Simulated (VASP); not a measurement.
MgB3Pd3, 7 atoms in the cell. It takes space group Pm-3m (No. 221, cubic). Conventional cell: a = 4.648 Å, b = 4.648 Å, c = 4.648 Å, α = 90.00°, β = 90.00°, γ = 90.00°. Mg (site symmetry m-3m) has 6 Pd at 2.32 Å within 3.1 Å. Within 3.1 Å of B (site symmetry 4/mmm) lie 4 Pd at 2.32 Å. Within 3.1 Å of Pd (site symmetry 4/mmm) lie 2 Mg at 2.32 Å and 4 B at 2.32 Å. 

| Quantity | Value |
| --- | --- |
| Program | VASP 6.6.1 |
| Task | single point |
| Functional | PBE |
| Potentials or basis | VASP PAW PBE potentials, release 64 (Mg, B, Pd) |
| Cutoff | 520 eV |
| k mesh | 8 × 8 × 8 |
| Occupations | gaussian, width 0.1 eV |
| Spin | no spin polarisation |
| Dipole correction | no |
| Further INCAR settings | ALGO = Normal; EDIFF = 1e-07; NBANDS = 30 |

Potentials or basis: VASP PAW PBE potentials, release 64 (Mg, B, Pd).

The run is started by

```sh
$ cat potpaw_PBE.64/Mg/POTCAR potpaw_PBE.64/B/POTCAR potpaw_PBE.64/Pd/POTCAR > POTCAR
$ mpirun -np 1 vasp_std > vasp.out
```

Hardware: 1 thread of Intel(R) Xeon(R) Platinum 8375C CPU @ 2.90GHz (Ice Lake), with other jobs on the host.

Problem. Estimate the wall time of this run.

Solution. Run time: 2 min on 1 thread of Intel(R) Xeon(R) Platinum 8375C CPU @ 2.90GHz (Ice Lake), on a shared host, peak memory 0.25 GiB. Counts: scf iterations 15, k points 35.
